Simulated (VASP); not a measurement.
Crystal: CdSnBi2Te4.

```
Bi Cd Sn Te
1.0
    -4.22253    4.22253    3.61714
     4.22253   -4.22253    3.61714
     4.22253    4.22253   -3.61714
Bi Cd Sn Te
2 1 1 4
Direct
  0.50000 0.00000 0.50000
  0.00000 0.50000 0.50000
  0.50000 0.50000 0.00000
  0.00000 0.00000 0.00000
  0.42166 0.42166 0.36418
  0.57834 0.94252 0.00000
  0.05748 0.05748 0.63582
  0.94252 0.57834 0.00000
```

```yaml
Program: VASP 6.6.1
Task: relaxation of cell and atoms
Functional: PBE
Potentials_or_basis: VASP PAW PBE potentials, release 64 (Bi_d, Cd, Sn_d, Te)
Cutoff: 600 eV
k_mesh: 4 × 4 × 4
Occupations: fermi-dirac, width 0.1 eV
Spin: no spin polarisation
```

At the start: pressure 1.0 GPa; volume 32.25 Å³/atom.

Problem. Where does the relaxation end?

Solution. Over 16 steps the energy falls by 88.8 meV/atom and the volume is 30.61 Å³/atom (-5.1 %); space group I-42m (No. 121, to 0.1 Å) before and after.

Step by step:
| step | energy change (eV) | largest force (eV/Å) | pressure (GPa) | volume (Å³) |
| --- | --- | --- | --- | --- |
| 1 | 0.0000 | 0.8277 | 0.97 | 257.97 |
| 2 | -0.1062 | 0.4732 | -0.77 | 265.36 |
| 3 | -0.1127 | 0.3849 | -1.26 | 267.83 |
| 4 | -0.2174 | 0.3366 | -0.88 | 261.94 |
| 5 | -0.3782 | 0.2322 | 0.90 | 244.77 |
| 6 | -0.4592 | 0.2033 | 0.35 | 245.32 |
| 7 | -0.5868 | 0.3153 | -0.90 | 246.54 |
| 8 | -0.6509 | 0.2638 | 0.31 | 239.57 |
| 9 | -0.6511 | 0.2612 | 0.37 | 239.22 |
| 10 | -0.6707 | 0.2317 | 0.12 | 240.97 |
| 11 | -0.6854 | 0.1853 | -0.22 | 243.73 |
| 12 | -0.7024 | 0.0755 | 0.21 | 242.58 |
| 13 | -0.7048 | 0.0116 | 0.47 | 241.93 |
| 14 | -0.7086 | 0.0273 | -0.19 | 246.31 |
| 15 | -0.7102 | 0.0162 | 0.04 | 244.76 |
| 16 | -0.7103 | 0.0058 | -0.01 | 244.89 |

Final structure:
```
Bi Cd Sn Te
1.0
    -3.93491    3.93491    3.95397
     3.93491   -3.93491    3.95397
     3.93491    3.93491   -3.95397
Bi Cd Sn Te
2 1 1 4
Direct
  0.50000 0.00000 0.50000
  0.00000 0.50000 0.50000
  0.50000 0.50000 0.00000
  0.00000 0.00000 0.00000
  0.50723 0.50723 0.42966
  0.49277 0.92243 0.00000
  0.07757 0.07757 0.57034
  0.92243 0.49277 0.00000
```
